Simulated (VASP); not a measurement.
The system is YBe.

```
Y Be
1.0
     3.27782    0.00000    0.00000
     0.00000    3.27782    0.00000
     0.00000    0.00000    3.27782
Y Be
1 1
Direct
  0.00000 0.00000 0.00000
  0.50000 0.50000 0.50000
```

- Program: VASP 6.6.1
- Task: relaxation of cell and atoms
- Functional: PBE
- Potentials or basis: VASP PAW PBE potentials, release 64 (Y_sv, Be)
- Cutoff: 600 eV
- k mesh: 6 × 6 × 6
- Occupations: gaussian, width 0.1 eV
- Spin: no spin polarisation

At the start: pressure 9.1 GPa; volume 17.61 Å³/atom.

Task: Where does the relaxation end?

Result: Over 3 steps the energy falls by 63.3 meV/atom and the volume is 20.00 Å³/atom (+13.6 %); space group Pm-3m (No. 221, to 0.05 Å).

The path:
```
step  energy change (eV)  largest force (eV/Å)  pressure (GPa)  volume (Å³)
   1              0.0000                0.0000            9.07        35.22
   2             -0.1252                0.0000           -0.81        40.54
   3             -0.1266                0.0000            0.03        39.99
```

Final structure:
```
CELL_PARAMETERS angstrom
3.41968 0.00000 0.00000
0.00000 3.41968 0.00000
0.00000 0.00000 3.41968
ATOMIC_POSITIONS crystal
Y 0.00000 0.00000 0.00000
Be 0.50000 0.50000 0.50000
```
